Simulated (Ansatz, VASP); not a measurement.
**One calculation of W, two programs**

File INCAR:

```
PREC = Accurate
ENCUT = 600
EDIFF = 1E-6
ISMEAR = 0
SIGMA = 0.1
LREAL = False
LASPH = True
NELM = 60
ALGO = Normal
ISIF = 3
LWAVE = False
LCHARG = False
GGA = PE
IBRION = 2
NSW = 80
EDIFFG = -0.003
```

Contents of KPOINTS:

```
Automatic mesh
0
Gamma
  24 24 24
```

The input POSCAR:

```
W
1.0
   -1.5850000000      1.5850000000      1.5850000000
    1.5850000000     -1.5850000000      1.5850000000
    1.5850000000      1.5850000000     -1.5850000000
W
1
Direct
    0.0000000000      0.0000000000      0.0000000000
```

Input for Ansatz:

```yaml
crystal:
  lattice:
    - [-1.585, 1.585, 1.585]
    - [1.585, -1.585, 1.585]
    - [1.585, 1.585, -1.585]
  atoms:
    - { symbol: W, position: [0.0, 0.0, 0.0] }
scf:
  occupations: { method: gaussian, width: 0.1 }
output:
  forces: true
  stress: true
  eigenvalues: true
  write_density: true
  write_potential: true
  elf: true
  volumetric_format: npy
hamiltonian:
  xc: pbe
relax:
  f_tol: 0.003
  max_steps: 60
  cell: { stress_tol: 0.02 }
kpoints:
  mp_grid: { grid: [24, 24, 24] }
```

Alike in both runs: task relaxation of cell and atoms; functional PBE; k mesh 24 × 24 × 24; occupations gaussian, width 0.1 eV; no spin polarisation.

|  | VASP | Ansatz |
| --- | --- | --- |
| version | VASP 6.6.1 | Ansatz 0.2.0 |
| potentials or method | VASP PAW PBE potentials, release 64 (W_sv) | scalar-relativistic, plane waves, PAW |
| plane-wave cutoff (eV) | 600 | 420 |
| valence electrons in the cell | 14 | 14 |

VASP gave:

* gap on the k mesh at the Fermi level, each at its own relaxed structure (eV): none
* relaxed volume (Å³/atom): 16.17
* relaxed cell length with the largest relative difference (Å): 2.759

Problem. Estimate Ansatz's values.

Solution. gap on the k mesh at the Fermi level, each at its own relaxed structure (eV): none; relaxed volume (Å³/atom): 16.14; relaxed cell length with the largest relative difference (Å): 2.757.

A gap of «none» marks a metal or a gap that the smearing closes.

Neither program's run includes spin-orbit coupling.
